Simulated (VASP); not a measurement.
Input of a VASP 6.6.1 run:

File INCAR:

```
SYSTEM = Mo3Pt
  PREC = Accurate
  ENCUT = 520
  EDIFF = 1E-7
  ISMEAR = 1
  SIGMA = 0.1
  LREAL = .FALSE.
  LASPH = .TRUE.
  NELM = 60
  ALGO = Normal
  ISIF = 2
  LWAVE = .FALSE.
  LCHARG = .FALSE.
  GGA = CA
  NBANDS = 34
```

KPOINTS

```
Automatic mesh
0
G
  4 4 4
  0 0 0
```

The input POSCAR:

```
Mo3Pt
1.0
    3.9739840000      0.0000000000      0.0000000000
    0.0000000000      3.9739840000      0.0000000000
    0.0000000000      0.0000000000      3.9739840000
Mo Pt
3 1
Direct
    0.0000000000      0.5000000000      0.5000000000
    0.5000000000      0.0000000000      0.5000000000
    0.5000000000      0.5000000000      0.0000000000
    0.0000000000      0.0000000000      0.0000000000
```

Potentials or basis: VASP PAW LDA potentials, release 64 (Mo_sv, Pt).

Launch:

```sh
$ cat potpaw_LDA.64/Mo_sv/POTCAR potpaw_LDA.64/Pt/POTCAR > POTCAR
$ mpirun -np 1 vasp_std > vasp.out
```

(1) Estimate the band gap on the k mesh.

(2) Estimate the pressure.

## Answers

(1) zero (band 26 reaches 14.45 eV, above the bottom of band 27 at 10.88 eV).

(2) -13.6 GPa.

Caveat: the k points lie up to 0.40 Å⁻¹ apart; spin-orbit coupling is left out, which moves the levels of the heavy elements.
